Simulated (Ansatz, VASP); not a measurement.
C: VASP beside Ansatz

```
C
1.0
    -2.42911    2.42911    2.42911
     2.42911   -2.42911    2.42911
     2.42911    2.42911   -2.42911
C
8
Direct
  0.32683 0.01452 0.98838
  0.67317 0.68769 0.66155
  0.00000 0.31383 0.98838
  0.00000 0.01452 0.33723
  0.00000 0.68617 0.01162
  0.32683 0.31231 0.33845
  0.67317 0.98548 0.01162
  0.00000 0.98548 0.66277
```

Change from the starting cell: mode 12 (991.2 1/cm) frozen in, largest displacement -0.090 Å.

Alike in both runs: task single point; functional r2SCAN; k mesh 8 × 8 × 8; occupations gaussian, width 0.05 eV; no spin polarisation.

```csv
,VASP,Ansatz
version,VASP 6.6.1,Ansatz 0.2.0
potentials or method,"VASP PAW PBE potentials, release 64 (C), cutoff 520 eV","scalar-relativistic, plane waves, PAW"
valence electrons in the cell,32,32
```

Ansatz gave:

| Property | Result |
| --- | --- |
| gap on the k mesh at the Fermi level (eV) | 1.59 |
| least direct gap on the mesh (eV) | 2.89 |
| pressure (GPa) | 1.5 |
| traceless stress, the component that is largest in VASP (GPa) | -2.03 |
| rms of the force components (eV/Å) | 1.880 |

**Question.** Estimate VASP's values.

**Answer.** gap on the k mesh at the Fermi level (eV): 1.59; least direct gap on the mesh (eV): 2.86; pressure (GPa): 2.3; traceless stress, the component that is largest in VASP (GPa): -2.05; rms of the force components (eV/Å): 1.880.

VASP's potentials were made for PBE, not for r2SCAN. Atom by atom the forces differ by 0.028 eV/Å (rms over components).
